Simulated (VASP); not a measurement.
# BaTiO3 (Pm-3m) in VASP: notebook, part 2 of 2

VASP 6.6.1. The steps go on from the part before.

### 3 Single point, PBE

The input, INCAR:

```
ALGO = Normal ; EDIFF = 1E-6
ENCUT = 600 ; GGA = PE
GGA_COMPAT = False ; ISIF = 2
ISMEAR = 0 ; LASPH = True
LCHARG = False ; LREAL = False
LWAVE = False ; NBANDS = 28
NELM = 120 ; PREC = Accurate
SIGMA = 0.01
```

The input, KPOINTS:

```
k-points
0
Gamma
  3 3 3
```

The input, POSCAR:

```
BaTiO3
1.0
    4.0060000000      0.0000000000      0.0000000000
    0.0000000000      4.0060000000      0.0000000000
    0.0000000000      0.0000000000      4.0060000000
Ba Ti O
1 1 3
Direct
    0.5000000000      0.5000000000      0.5000000000
    0.0000000000      0.0000000000      0.0000000000
    0.5000000000      0.0000000000      0.0000000000
    0.0000000000      0.5000000000      0.0000000000
    0.0000000000      0.0000000000      0.5000000000
```

Potentials or basis: VASP PAW PBE potentials, release 64 (Ba_sv, Ti_sv, O).

Started as:

```bash
> cat potpaw_PBE.64/Ba_sv/POTCAR potpaw_PBE.64/Ti_sv/POTCAR potpaw_PBE.64/O/POTCAR > POTCAR
> mpirun -np 1 vasp_std > vasp.out
```

OUTCAR:

```text
EDIFF = 1E-6
   ENCUT = 600
   GGA = PE
   ISIF = 2
   ISMEAR = 0
   LASPH = True
   LREAL = False
   NELM = 120
   PREC = Accurate

 ion  position               nearest neighbor table
   1  0.500  0.500  0.500-   3 2.83   4 2.83   5 2.83   3 2.83   4 2.83   3 2.83   5 2.83   3 2.83
                             4 2.83   5 2.83   4 2.83   5 2.83   2 3.47   2 3.47   2 3.47   2 3.47
   2  0.000  0.000  0.000-   3 2.00   4 2.00   5 2.00   5 2.00   4 2.00   3 2.00   1 3.47   1 3.47
                             1 3.47   1 3.47   1 3.47   1 3.47   1 3.47   1 3.47
   3  0.500  0.000  0.000-   2 2.00   2 2.00   1 2.83   1 2.83   1 2.83   1 2.83
   4  0.000  0.500  0.000-   2 2.00   2 2.00   1 2.83   1 2.83   1 2.83   1 2.83
   5  0.000  0.000  0.500-   2 2.00   2 2.00   1 2.83   1 2.83   1 2.83   1 2.83

  LATTYP: Found a simple cubic cell.
 ALAT       =     4.0060000000

  Lattice vectors:

 A1 = (   4.0060000000,   0.0000000000,   0.0000000000)
 A2 = (   0.0000000000,   4.0060000000,   0.0000000000)
 A3 = (   0.0000000000,   0.0000000000,   4.0060000000)

Analysis of symmetry for initial positions (statically):
=====================================================================
 Subroutine PRICEL returns:
 Original cell was already a primitive cell.

 Routine SETGRP: Setting up the symmetry group for a
 simple cubic supercell.

 Subroutine GETGRP returns: Found 48 space group operations
 (whereof 48 operations were pure point group operations)
 out of a pool of 48 trial point group operations.

The static configuration has the point symmetry O_h .

Analysis of symmetry for dynamics (positions and initial velocities):
=====================================================================
 Subroutine PRICEL returns:
 Original cell was already a primitive cell.

 Routine SETGRP: Setting up the symmetry group for a
 simple cubic supercell.

 Subroutine GETGRP returns: Found 48 space group operations
 (whereof 48 operations were pure point group operations)
 out of a pool of 48 trial point group operations.

The dynamic configuration has the point symmetry O_h .

 Subroutine INISYM returns: Found 48 space group operations
 (whereof 48 operations are pure point group operations),
 and found     1 'primitive' translations

----------------------------------------------------------------------------------------

                                     Primitive cell

  volume of cell :      64.2884

  direct lattice vectors                    reciprocal lattice vectors
     4.006000000  0.000000000  0.000000000     0.249625562  0.000000000  0.000000000
     0.000000000  4.006000000  0.000000000     0.000000000  0.249625562  0.000000000
     0.000000000  0.000000000  4.006000000     0.000000000  0.000000000  0.249625562

  length of vectors
     4.006000000  4.006000000  4.006000000     0.249625562  0.249625562  0.249625562

  position of ions in fractional coordinates (direct lattice)
     0.500000000  0.500000000  0.500000000
     0.000000000  0.000000000  0.000000000
     0.500000000  0.000000000  0.000000000
     0.000000000  0.500000000  0.000000000
     0.000000000  0.000000000  0.500000000

  ion indices of the primitive-cell ions
   primitive index   ion index
                 1           1
                 2           2
                 3           3
                 4           4
[... 22 lines left out ...]

 Subroutine IBZKPT returns following result:
 ===========================================

 Found      4 irreducible k-points:

 Following reciprocal coordinates:
            Coordinates               Weight
  0.000000  0.000000  0.000000      1.000000
  0.333333  0.000000  0.000000      6.000000
  0.333333  0.333333  0.000000     12.000000
  0.333333  0.333333  0.333333      8.000000
   k-points           NKPTS =      4   k-points in BZ     NKDIM =      4   number of bands    NBANDS=     28
   number of dos      NEDOS =    301   number of ions     NIONS =      5
   total plane-waves  NPLWV =  32768
   dimension x,y,z NGX =    32 NGY =   32 NGZ =   32
   dimension x,y,z NGXF=    64 NGYF=   64 NGZF=   64
   ions per type =               1   1   3
   NGX,Y,Z   is equivalent  to a cutoff of  13.28, 13.28, 13.28 a.u.
   NGXF,Y,Z  is equivalent  to a cutoff of  26.56, 26.56, 26.56 a.u.
 SYSTEM =  unknown system
   PREC   = accura    normal or accurate (medium, high low for compatibility)
   ISTART =      0    job   : 0-new  1-cont  2-samecut
   ICHARG =      2    charge: 1-file 2-atom 10-const
   ISPIN  =      1    spin polarized calculation?
   LNONCOLLINEAR =      F non collinear calculations
   LSORBIT =      F    spin-orbit coupling
   LASPH  =      T    aspherical Exc in radial PAW
   ENCUT  =  600.0 eV  44.10 Ry    6.64 a.u.   8.00  8.00  8.00*2*pi/ulx,y,z
   NELM   =    120;   NELMIN=  2; NELMDL= -5     # of ELM steps
   EDIFF  = 0.1E-05   stopping-criterion for ELM
   LREAL  =      F    real-space projection
   EDIFFG = 0.1E-04   stopping-criterion for IOM
   NSW    =      0    number of steps for IOM
   IBRION =     -1    ionic relax: 0-MD 1-quasi-New 2-CG
   NFREE  =      0    steps in history (QN), initial steepest desc. (CG)
   ISIF   =      2    stress and relaxation
   ISYM   =      2    0-nonsym 1-usesym 2-fastsym
   POTIM  = 0.5000    time-step for ionic-motion
   TEBEG  =    0.0;   TEEND  =   0.0 temperature during run
   PSTRESS=    0.0 pullay stress
   NELECT =      40.0000    total number of electrons
   NUPDOWN=      -1.0000    fix difference up-down
   EMIN   =  10.00;   EMAX   =-10.00  energy-range for DOS
   EFERMI =   0.00;   METHOD = LEGACY
   ISMEAR =     0;   SIGMA  =   0.01  broadening in eV -4-tet -1-fermi 0-gaus
   EFERMI_NEDOS =   21; number of points for ismear=-14 and -15
   IALGO  =     38    algorithm
   IMIX   =      4    mixing-type and parameters
     AMIX     =   0.40;   BMIX     =  1.00
     AMIX_MAG =   1.60;   BMIX_MAG =  1.00
  volume/ion in A,a.u.               =      12.86        86.77
  Fermi-wavevector in a.u.,A,eV,Ry     =   1.397603  2.641087 26.576187  1.953295
  Thomas-Fermi vector in A             =   2.520843
   LORBIT       =      0    0 simple, 1 ext, 2 COOP (PROOUT), +10 PAW based schemes
   GGA     = PE    functional components
   LHFCALC =     F    Hartree Fock is set to
   AEXX    =    0.0000 exact exchange contribution
   IVDW    =     0    specifies the selected vdW correction
   LEPSILON=     F    determine dielectric tensor
   LRPA    =     F    only Hartree local field effects (RPA)
 non-spin polarized calculation
 Gauss-broadening in eV      SIGMA  =   0.01
  energy-cutoff  :      600.00
  volume of cell :       64.29
 maximum number of plane-waves:      2151
   NGX = 17   NGY = 17   NGZ = 17

 number of electron      39.9999998 magnetization

 Free energy of the ion-electron system (eV)
  ---------------------------------------------------
  ext. energy  EPLUGINS =         0.00000000
  ---------------------------------------------------
  free energy    TOTEN  =       -39.87656665 eV

  energy without entropy =      -39.87656665  energy(sigma->0) =      -39.87656665

 E-fermi :   3.8028     XC(G=0): -11.2460

 val. band max:        3.6853800217   @ k =   0.0000   0.0000   0.0000
 cond. band min:       5.4942186461   @ k =   0.0000   0.0000   0.0000
 fundamental gap:      1.8088386244
 Fermi energy:         3.8028421481

 k-point     1 :       0.0000    0.0000    0.0000
  band No.  band energies     occupation
      1     -52.9232      2.00000
      2     -29.1281      2.00000
      3     -29.1281      2.00000
      4     -29.1281      2.00000
      5     -20.9996      2.00000
      6     -13.0564      2.00000
[... 113 lines left out ...]
     27      11.6316      0.00000
     28      11.6316      0.00000

------------------------ aborting loop because EDIFF is reached ----------------------------------------

  FORCE on cell =-STRESS in cart. coord.  units (eV):
  Direction    XX          YY          ZZ          XY          YZ          ZX
  --------------------------------------------------------------------------------------
  -------------------------------------------------------------------------------------
  Total        1.4160147      1.4160147      1.4160147      0.0000000      0.0000000     -0.0000000
  in kB       35.2894992     35.2894992     35.2894992      0.0000000      0.0000000     -0.0000000
  external PRESSURE =      35.2894992 kB  Pullay stress =       0.0000000 kB

 VOLUME and BASIS-vectors are now :
 -----------------------------------------------------------------------------
  energy-cutoff  :      600.00
  volume of cell :       64.29
      direct lattice vectors                 reciprocal lattice vectors
     4.006000000  0.000000000  0.000000000     0.249625562  0.000000000  0.000000000
     0.000000000  4.006000000  0.000000000     0.000000000  0.249625562  0.000000000
     0.000000000  0.000000000  4.006000000     0.000000000  0.000000000  0.249625562

 POSITION                                       TOTAL-FORCE (eV/Angst)
 -----------------------------------------------------------------------------------
      2.00300      2.00300      2.00300         0.000000      0.000000      0.000000
      0.00000      0.00000      0.00000         0.000000      0.000000      0.000000
      2.00300      0.00000      0.00000         0.000000      0.000000      0.000000
      0.00000      2.00300      0.00000         0.000000      0.000000      0.000000
      0.00000      0.00000      2.00300         0.000000      0.000000      0.000000
 -----------------------------------------------------------------------------------
    total drift:                                0.000000      0.000000     -0.000000

  FREE ENERGIE OF THE ION-ELECTRON SYSTEM (eV)
  ---------------------------------------------------
  free  energy   TOTEN  =       -39.8765666483 eV

  energy  without entropy=      -39.8765666483  energy(sigma->0) =      -39.87656665
```

OSZICAR:

```text
N       E                     dE             d eps       ncg     rms          rms(c)
DAV:   1     0.459756349708E+03    0.45976E+03   -0.22524E+04   224   0.170E+03
DAV:   2    -0.152800579213E+01   -0.46128E+03   -0.44290E+03   252   0.450E+02
DAV:   3    -0.487356077792E+02   -0.47208E+02   -0.46610E+02   260   0.142E+02
DAV:   4    -0.509362704751E+02   -0.22007E+01   -0.21951E+01   336   0.281E+01
DAV:   5    -0.509881614438E+02   -0.51891E-01   -0.51863E-01   288   0.371E+00    0.228E+01
DAV:   6    -0.400520039159E+02    0.10936E+02   -0.61740E+01   332   0.656E+01    0.959E+00
DAV:   7    -0.400097021501E+02    0.42302E-01   -0.74816E+00   276   0.203E+01    0.630E+00
DAV:   8    -0.398625919056E+02    0.14711E+00   -0.62456E-01   288   0.759E+00    0.270E+00
DAV:   9    -0.398920188710E+02   -0.29427E-01   -0.22445E-01   288   0.326E+00    0.119E+00
DAV:  10    -0.398778673732E+02    0.14151E-01   -0.57380E-02   252   0.251E+00    0.410E-01
DAV:  11    -0.398765149637E+02    0.13524E-02   -0.47811E-03   328   0.580E-01    0.694E-02
DAV:  12    -0.398766165092E+02   -0.10155E-03   -0.55687E-04   272   0.178E-01    0.638E-02
DAV:  13    -0.398765648855E+02    0.51624E-04   -0.17839E-04   256   0.142E-01    0.215E-02
DAV:  14    -0.398765715076E+02   -0.66221E-05   -0.22421E-05   268   0.552E-02    0.171E-02
DAV:  15    -0.398765669499E+02    0.45577E-05   -0.17296E-05   280   0.461E-02    0.356E-03
DAV:  16    -0.398765666483E+02    0.30165E-06   -0.91626E-07   184   0.895E-03
   1 F= -.39876567E+02 E0= -.39876567E+02  d E =-.751699E-63
```

Run time: 29 s. Hardware: 1 thread of Intel Xeon 8259CL, shared host; peak memory 0.15 GiB.

What came out:

| Item | Value |
| --- | --- |
| Free energy | -39.8766 eV |
| Pressure | 3.5 GPa |
| Band gap on the k mesh | 1.81 eV |

Caveat: the k points lie up to 0.52 Å⁻¹ apart; spin-orbit coupling is left out, which moves the levels of the heavy elements; an odd mesh through Γ misses points on the zone boundary, where band edges can lie.

### 4 Single point, PBE

The input, INCAR:

```
SYSTEM = BaTiO3
ALGO = Normal
EDIFF = 1E-6
ENCUT = 600
GGA = PE
GGA_COMPAT = .FALSE.
ISIF = 2
ISMEAR = 0
LASPH = .TRUE.
LCHARG = .FALSE.
LREAL = .FALSE.
LWAVE = .FALSE.
NBANDS = 28
NELM = 120
PREC = Accurate
SIGMA = 0.01
```

The input, KPOINTS:

```
k-points
0
G
  5 5 5
  0 0 0
```

POSCAR is that of step 3.

Potentials or basis: VASP PAW PBE potentials, release 64 (Ba_sv, Ti_sv, O).

Started as:

```bash
> cat potpaw_PBE.64/Ba_sv/POTCAR potpaw_PBE.64/Ti_sv/POTCAR potpaw_PBE.64/O/POTCAR > POTCAR
> mpirun -np 1 vasp_std > vasp.out
```

OUTCAR:

```text
SYSTEM = BaTiO3
   EDIFF = 1E-6
   ENCUT = 600
   GGA = PE
   ISIF = 2
   ISMEAR = 0
   LASPH = .TRUE.
   LREAL = .FALSE.
   NELM = 120
   PREC = Accurate

 ion  position               nearest neighbor table
   1  0.500  0.500  0.500-   3 2.83   4 2.83   5 2.83   3 2.83   4 2.83   3 2.83   5 2.83   3 2.83
                             4 2.83   5 2.83   4 2.83   5 2.83   2 3.47   2 3.47   2 3.47   2 3.47
   2  0.000  0.000  0.000-   3 2.00   4 2.00   5 2.00   5 2.00   4 2.00   3 2.00   1 3.47   1 3.47
                             1 3.47   1 3.47   1 3.47   1 3.47   1 3.47   1 3.47
   3  0.500  0.000  0.000-   2 2.00   2 2.00   1 2.83   1 2.83   1 2.83   1 2.83
   4  0.000  0.500  0.000-   2 2.00   2 2.00   1 2.83   1 2.83   1 2.83   1 2.83
   5  0.000  0.000  0.500-   2 2.00   2 2.00   1 2.83   1 2.83   1 2.83   1 2.83

  LATTYP: Found a simple cubic cell.
 ALAT       =     4.0060000000

  Lattice vectors:

 A1 = (   4.0060000000,   0.0000000000,   0.0000000000)
 A2 = (   0.0000000000,   4.0060000000,   0.0000000000)
 A3 = (   0.0000000000,   0.0000000000,   4.0060000000)

Analysis of symmetry for initial positions (statically):
=====================================================================
[... 166 lines left out ...]
 cond. band min:       5.5501352599   @ k =   0.0000   0.0000   0.0000
 fundamental gap:      1.8522958971
 Fermi energy:         3.7513175758

 k-point     1 :       0.0000    0.0000    0.0000
  band No.  band energies     occupation
      1     -52.8401      2.00000
      2     -29.0497      2.00000
      3     -29.0497      2.00000
      4     -29.0497      2.00000
      5     -21.0057      2.00000
      6     -13.0746      2.00000
[... 299 lines left out ...]
     27      11.3183      0.00000
     28      11.3183      0.00000

------------------------ aborting loop because EDIFF is reached ----------------------------------------

  FORCE on cell =-STRESS in cart. coord.  units (eV):
  Direction    XX          YY          ZZ          XY          YZ          ZX
  --------------------------------------------------------------------------------------
  -------------------------------------------------------------------------------------
  Total        1.3033071      1.3033071      1.3033071     -0.0000000     -0.0000000      0.0000000
  in kB       32.4806358     32.4806358     32.4806358     -0.0000000     -0.0000000      0.0000000
  external PRESSURE =      32.4806358 kB  Pullay stress =       0.0000000 kB

 VOLUME and BASIS-vectors are now :
 -----------------------------------------------------------------------------
  energy-cutoff  :      600.00
  volume of cell :       64.29
      direct lattice vectors                 reciprocal lattice vectors
     4.006000000  0.000000000  0.000000000     0.249625562  0.000000000  0.000000000
     0.000000000  4.006000000  0.000000000     0.000000000  0.249625562  0.000000000
     0.000000000  0.000000000  4.006000000     0.000000000  0.000000000  0.249625562

 POSITION                                       TOTAL-FORCE (eV/Angst)
 -----------------------------------------------------------------------------------
      2.00300      2.00300      2.00300         0.000000      0.000000      0.000000
      0.00000      0.00000      0.00000         0.000000      0.000000      0.000000
      2.00300      0.00000      0.00000         0.000000      0.000000      0.000000
      0.00000      2.00300      0.00000         0.000000      0.000000      0.000000
      0.00000      0.00000      2.00300         0.000000      0.000000      0.000000
 -----------------------------------------------------------------------------------
    total drift:                                0.000000      0.000000     -0.000000

  FREE ENERGIE OF THE ION-ELECTRON SYSTEM (eV)
  ---------------------------------------------------
  free  energy   TOTEN  =       -39.9740506333 eV

  energy  without entropy=      -39.9740506333  energy(sigma->0) =      -39.97405063
```

stdout:

```text
POSCAR found type information on POSCAR BaTiO
 POSCAR found :  3 types and       5 ions
 scaLAPACK will be used
 LDA part: xc-table for (Slater+PW92), standard interpolation
 POSCAR, INCAR and KPOINTS ok, starting setup
 FFT: planning ... GRIDC
 FFT: planning ... GRID_SOFT
 FFT: planning ... GRID
 WAVECAR not read
 entering main loop
```

Run time: 49 s. Hardware: 1 thread of Intel Xeon 8259CL, shared host; peak memory 0.16 GiB.

What came out:

```yaml
Free_energy: -39.9741 eV
Pressure: 3.2 GPa
Band_gap_on_the_k_mesh: 1.85 eV (least direct gap 1.89 eV)
```

Caveat: the cell stands under pressure; spin-orbit coupling is left out, which moves the levels of the heavy elements; an odd mesh through Γ misses points on the zone boundary, where band edges can lie.
